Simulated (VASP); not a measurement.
Runs of VASP 6.6.1 on Sn. The structure is that of space group I4/mmm (No. 139), or close to it. The cells are those of the table. 

```tsv
cell	further INCAR settings	gap on the mesh (eV)	pressure (GPa)
a = 3.307 Å, angles 114.7, 114.7, 99.4°, 1 atom	ALGO = Fast; EDIFF = 1e-07; NBANDS = 13	none	-4.1
a = 3.363 Å, angles 101.5, 101.5, 126.9°, 1 atom	ALGO = Fast; EDIFF = 1e-06; NBANDS = 13	none	(a)
a = 3.300 Å, angles 105.4, 105.4, 118.0°, 1 atom	ALGO = Fast; EDIFF = 1e-07; NBANDS = 13	none	(b)
a = 3.288 Å, angles 112.1, 112.1, 104.2°, 1 atom	ALGO = Fast; EDIFF = 1e-06; NBANDS = 13	none	-4.3
a = 3.324 Å, angles 103.5, 103.5, 122.2°, 1 atom	ALGO = Fast; EDIFF = 1e-06; NBANDS = 13	none	-3.4
a = 3.335 Å, angles 117.3, 117.3, 94.8°, 1 atom	ALGO = Fast; EDIFF = 1e-06; NBANDS = 13	none	-3.8
a = 3.287 Å, angles 107.3, 107.3, 113.9°, 1 atom	ALGO = Fast; EDIFF = 1e-07; NBANDS = 13	none	-4.5
```

Alike in all rows: task single point; level PBEsol+D3(BJ); potentials or basis VASP PAW PBE potentials, release 64 (Sn_d); no spin polarisation; k mesh 20 × 20 × 20; cutoff (eV) 520; smearing gaussian 0.15 eV.

Task: Estimate the missing entries.

Result: (a) -1.8; (b) -4.2.

Caveats: the PAW data sets were made with another functional, which shifts forces and pressure a little; spin-orbit coupling is left out, which moves the levels of the heavy elements; the cell stands under tension (at least some runs).

A k mesh can miss the band edges, and the runs leave out spin-orbit coupling on Sn.

A gap of «none» marks levels without a gap at the run's occupations.
